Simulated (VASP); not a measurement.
# NbC (Fm-3m) in VASP: a series of runs, part 2 of 3

VASP 6.6.1. Earlier steps stand in the parts before.

### 3 Single point, PBE

This run uses another cell than the first one, of 10.65 Å³/atom, 1.029 times its volume.

Input file INCAR:

```
PREC = Accurate
ENCUT = 600
EDIFF = 1E-6
ISMEAR = 0
SIGMA = 0.05
LREAL = F
LASPH = T
NELM = 120
ALGO = Normal
ISIF = 2
LWAVE = F
LCHARG = T
GGA = PE
LELF = T
LVHAR = T
NBANDS = 16
GGA_COMPAT = F
```

Input file KPOINTS:

```
Automatic mesh
0
Gamma
  10 10 10
```

Input file POSCAR:

```
NbC
1.0
    0.0000000000      2.2000000000      2.2000000000
    2.2000000000      0.0000000000      2.2000000000
    2.2000000000      2.2000000000      0.0000000000
Nb C
1 1
Direct
    0.0000000000      0.0000000000      0.0000000000
    0.5000000000      0.5000000000      0.5000000000
```

Potentials or basis: VASP PAW PBE potentials, release 64 (Nb_sv, C).

Run with:

```bash
$ cat potpaw_PBE.64/Nb_sv/POTCAR potpaw_PBE.64/C/POTCAR > POTCAR
$ mpirun -np 1 vasp_std > vasp.out
```

OUTCAR:

```text
PREC = Accurate
   ENCUT = 600
   EDIFF = 1E-6
   ISMEAR = 0
   LREAL = F
   LASPH = T
   NELM = 120
   ISIF = 2
   GGA = PE

 ion  position               nearest neighbor table
   1  0.000  0.000  0.000-   2 2.20   2 2.20   2 2.20   2 2.20   2 2.20   2 2.20
   2  0.500  0.500  0.500-   1 2.20   1 2.20   1 2.20   1 2.20   1 2.20   1 2.20

  LATTYP: Found a face centered cubic cell.
 ALAT       =     4.4000000000

  Lattice vectors:

 A1 = (   0.0000000000,   2.2000000000,   2.2000000000)
 A2 = (   2.2000000000,   0.0000000000,   2.2000000000)
 A3 = (   2.2000000000,   2.2000000000,   0.0000000000)

Analysis of symmetry for initial positions (statically):
=====================================================================
 Subroutine PRICEL returns:
 Original cell was already a primitive cell.

 Routine SETGRP: Setting up the symmetry group for a
 face centered cubic supercell.

 Subroutine GETGRP returns: Found 48 space group operations
 (whereof 48 operations were pure point group operations)
 out of a pool of 48 trial point group operations.

The static configuration has the point symmetry O_h .

Analysis of symmetry for dynamics (positions and initial velocities):
=====================================================================
 Subroutine PRICEL returns:
 Original cell was already a primitive cell.

 Routine SETGRP: Setting up the symmetry group for a
 face centered cubic supercell.

 Subroutine GETGRP returns: Found 48 space group operations
 (whereof 48 operations were pure point group operations)
 out of a pool of 48 trial point group operations.

The dynamic configuration has the point symmetry O_h .

 Subroutine INISYM returns: Found 48 space group operations
 (whereof 48 operations are pure point group operations),
 and found     1 'primitive' translations

----------------------------------------------------------------------------------------

[... 106 lines left out ...]
   EFERMI =   0.00;   METHOD = LEGACY
   ISMEAR =     0;   SIGMA  =   0.05  broadening in eV -4-tet -1-fermi 0-gaus
   EFERMI_NEDOS =   21; number of points for ismear=-14 and -15
   IALGO  =     38    algorithm
   IMIX   =      4    mixing-type and parameters
     AMIX     =   0.40;   BMIX     =  1.00
     AMIX_MAG =   1.60;   BMIX_MAG =  1.00
  volume/ion in A,a.u.               =      10.65        71.86
  Fermi-wavevector in a.u.,A,eV,Ry     =   1.518653  2.869837 31.379197  2.306306
  Thomas-Fermi vector in A             =   2.627744
   LORBIT       =      0    0 simple, 1 ext, 2 COOP (PROOUT), +10 PAW based schemes
   GGA     = PE    functional components
   LHFCALC =     F    Hartree Fock is set to
   AEXX    =    0.0000 exact exchange contribution
   IVDW    =     0    specifies the selected vdW correction
   LEPSILON=     F    determine dielectric tensor
   LRPA    =     F    only Hartree local field effects (RPA)
 non-spin polarized calculation
 Gauss-broadening in eV      SIGMA  =   0.05
  energy-cutoff  :      600.00
  volume of cell :       21.30
 maximum number of plane-waves:       728
 NGX is ok and might be reduce to    28
   NGX = 13   NGY = 13   NGZ = 13

 number of electron      17.0000000 magnetization

 Free energy of the ion-electron system (eV)
  ---------------------------------------------------
  ext. energy  EPLUGINS =         0.00000000
  ---------------------------------------------------
  free energy    TOTEN  =       -20.48833150 eV

  energy without entropy =      -20.48762832  energy(sigma->0) =      -20.48797991

 E-fermi :  13.1496     XC(G=0): -13.3387

 val. band max:       13.1088658754   @ k =  -0.4000   0.4000   0.1000
 cond. band min:      13.3860831700   @ k =  -0.2000   0.2000   0.0000
 fundamental gap:      0.2772172946
 Fermi energy:        13.1496484720

 k-point     1 :       0.0000    0.0000    0.0000
  band No.  band energies     occupation
      1     -42.4067      2.00000
      2     -18.0727      2.00000
      3     -18.0727      2.00000
      4     -18.0727      2.00000
      5      -0.4159      2.00000
      6      11.8873      2.00000
[... 433 lines left out ...]
      3     -18.3606      2.00000
      4     -18.3298      2.00000
      5       1.3428      2.00000
      6       7.9496      2.00000
[... 8 lines left out ...]
     15      26.5113      0.00000
     16      29.2193      0.00000

 [... further k-points ...]
[... 5 lines left out ...]
  --------------------------------------------------------------------------------------
  -------------------------------------------------------------------------------------
  Total        2.4822532      2.4822532      2.4822532      0.0000000     -0.0000000     -0.0000000
  in kB      186.7491491    186.7491491    186.7491491      0.0000000     -0.0000000     -0.0000000
  external PRESSURE =     186.7491491 kB  Pullay stress =       0.0000000 kB

 VOLUME and BASIS-vectors are now :
 -----------------------------------------------------------------------------
  energy-cutoff  :      600.00
  volume of cell :       21.30
      direct lattice vectors                 reciprocal lattice vectors
     0.000000000  2.200000000  2.200000000    -0.227272727  0.227272727  0.227272727
     2.200000000  0.000000000  2.200000000     0.227272727 -0.227272727  0.227272727
     2.200000000  2.200000000  0.000000000     0.227272727  0.227272727 -0.227272727

 POSITION                                       TOTAL-FORCE (eV/Angst)
 -----------------------------------------------------------------------------------
      0.00000      0.00000      0.00000        -0.000000      0.000000     -0.000000
      2.20000      2.20000      2.20000         0.000000     -0.000000      0.000000
 -----------------------------------------------------------------------------------
    total drift:                               -0.000000      0.000000      0.000000

  FREE ENERGIE OF THE ION-ELECTRON SYSTEM (eV)
  ---------------------------------------------------
  free  energy   TOTEN  =       -20.4883315039 eV

  energy  without entropy=      -20.4876283184  energy(sigma->0) =      -20.48797991
```

OSZICAR:

```text
N       E                     dE             d eps       ncg     rms          rms(c)
DAV:   1     0.156016368120E+03    0.15602E+03   -0.96407E+03  1504   0.120E+03
DAV:   2    -0.170815467720E+02   -0.17310E+03   -0.16311E+03  1728   0.399E+02
DAV:   3    -0.238992405908E+02   -0.68177E+01   -0.66075E+01  2144   0.731E+01
DAV:   4    -0.242092787854E+02   -0.31004E+00   -0.30940E+00  2064   0.140E+01
DAV:   5    -0.242164081073E+02   -0.71293E-02   -0.71288E-02  2192   0.186E+00    0.137E+01
DAV:   6    -0.205570236366E+02    0.36594E+01   -0.75599E+00  2376   0.291E+01    0.368E+00
DAV:   7    -0.204923176552E+02    0.64706E-01   -0.49687E-01  1896   0.686E+00    0.259E+00
DAV:   8    -0.204958092254E+02   -0.34916E-02   -0.11810E-01  2480   0.349E+00    0.149E+00
DAV:   9    -0.204879610653E+02    0.78482E-02   -0.18021E-02  2064   0.133E+00    0.204E-01
DAV:  10    -0.204883520260E+02   -0.39096E-03   -0.92128E-04  1808   0.330E-01    0.764E-02
DAV:  11    -0.204883330451E+02    0.18981E-04   -0.39076E-05  2088   0.633E-02    0.209E-02
DAV:  12    -0.204883318176E+02    0.12275E-05   -0.29562E-06  1888   0.179E-02    0.765E-03
DAV:  13    -0.204883315039E+02    0.31373E-06   -0.28920E-07  1160   0.667E-03
   1 F= -.20488332E+02 E0= -.20487980E+02  d E =-.703185E-03
```

stdout:

```text
POSCAR found type information on POSCAR NbC
 POSCAR found :  2 types and       2 ions
 scaLAPACK will be used
 LDA part: xc-table for (Slater+PW92), standard interpolation
 POSCAR, INCAR and KPOINTS ok, starting setup
 FFT: planning ... GRIDC
 FFT: planning ... GRID_SOFT
 FFT: planning ... GRID
 WAVECAR not read
 entering main loop
```

Run time: 14 s. Hardware: 1 thread of AMD EPYC 9R45 (Zen 5), shared host; peak memory 0.13 GiB.

What came out:

| Item | Value |
| --- | --- |
| Free energy | -20.4883 eV |
| Pressure | 18.7 GPa |

Levels at points of the mesh, in eV from the Fermi level:
| k point | band 7 | band 8 | band 9 | band 10 | band 11 | band 12 |
| --- | --- | --- | --- | --- | --- | --- |
| (0.00, 0.00, 0.00) | -1.26 | -1.26 | -0.13 | -0.13 | -0.13 | 0.52 |
| (0.50, 0.00, 0.00) | -5.24 | -5.24 | 2.44 | 2.44 | 3.96 | 6.05 |
| (0.50, 0.50, 0.00) | -3.71 | -1.18 | -1.18 | 2.28 | 3.62 | 3.62 |

(Part 2 of 3 ends here.)
